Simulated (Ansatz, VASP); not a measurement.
## VN2: VASP beside Ansatz

INCAR

```
PREC     = Accurate       # precision mode
ENCUT    = 520            # plane-wave cutoff, eV
EDIFF    = 1E-6           # SCF threshold, eV
ISMEAR   = 0              # smearing method
SIGMA    = 0.15           # smearing width, eV
LREAL    = False          # projectors in reciprocal space
LASPH    = True           # aspherical terms in the spheres
NELM     = 100            # most SCF steps
ALGO     = Normal         # electronic algorithm
ISIF     = 2              # what is computed and relaxed
LWAVE    = False          # write WAVECAR
LCHARG   = False          # write CHGCAR
GGA      = PE             # functional
NBANDS   = 32             # bands
```

KPOINTS

```
regular mesh
0
Gamma
  18 18 18
```

POSCAR

```
VN2
1.0
   -2.0860122726      2.0860122726      2.6472128459
    2.0860122726     -2.0860122726      2.6472128459
    2.0860122726      2.0860122726     -2.6472128459
V N
2 4
Direct
    0.2500000000      0.2500000000      0.0000000000
    0.7500000000      0.7500000000      0.0000000000
    0.1135731475      0.6135731475      0.7271462950
    0.6135731475      0.8864268525      0.5000000000
    0.8864268525      0.3864268525      0.2728537050
    0.3864268525      0.1135731475      0.5000000000
```

Input for Ansatz:

```yaml
crystal:
  lattice:
    - [-2.0860122726, 2.0860122726, 2.6472128459]
    - [2.0860122726, -2.0860122726, 2.6472128459]
    - [2.0860122726, 2.0860122726, -2.6472128459]
  atoms:
    - { symbol: V, position: [0.25, 0.25, 0.0] }
    - { symbol: V, position: [0.75, 0.75, 0.0] }
    - { symbol: "N", position: [0.1135731475, 0.6135731475, 0.727146295] }
    - { symbol: "N", position: [0.6135731475, 0.8864268525, 0.5] }
    - { symbol: "N", position: [0.8864268525, 0.3864268525, 0.272853705] }
    - { symbol: "N", position: [0.3864268525, 0.1135731475, 0.5] }
basis:
  ecutwfc: 420
kpoints:
  mp_grid: { grid: [18, 18, 18] }
hamiltonian:
  xc: pbe
scf:
  occupations: { method: gaussian, width: 0.15 }
output:
  forces: true
  stress: true
  eigenvalues: true
```

Alike in both runs: task single point; functional PBE; k mesh 18 × 18 × 18; occupations gaussian, width 0.15 eV; no spin polarisation.

```csv
,VASP,Ansatz
version,VASP 6.6.1,Ansatz 0.2.0
potentials or method,"VASP PAW PBE potentials, release 64 (V_sv, N), cutoff 520 eV","scalar-relativistic, plane waves, PAW"
valence electrons in the cell,46,46
```

```tsv
	VASP	Ansatz	Ansatz less VASP
gap on the k mesh at the Fermi level (eV)	none	none	-
pressure (GPa)	5.6	4.9	-0.68
traceless stress, the component that is largest in VASP (GPa)	-29.00	-28.81	+0.190
rms of the force components (eV/Å)	0.252	0.221	-0.0314
```

Atom by atom the forces differ by 0.031 eV/Å (rms over components). A gap of «none» marks a metal or a gap that the smearing closes.
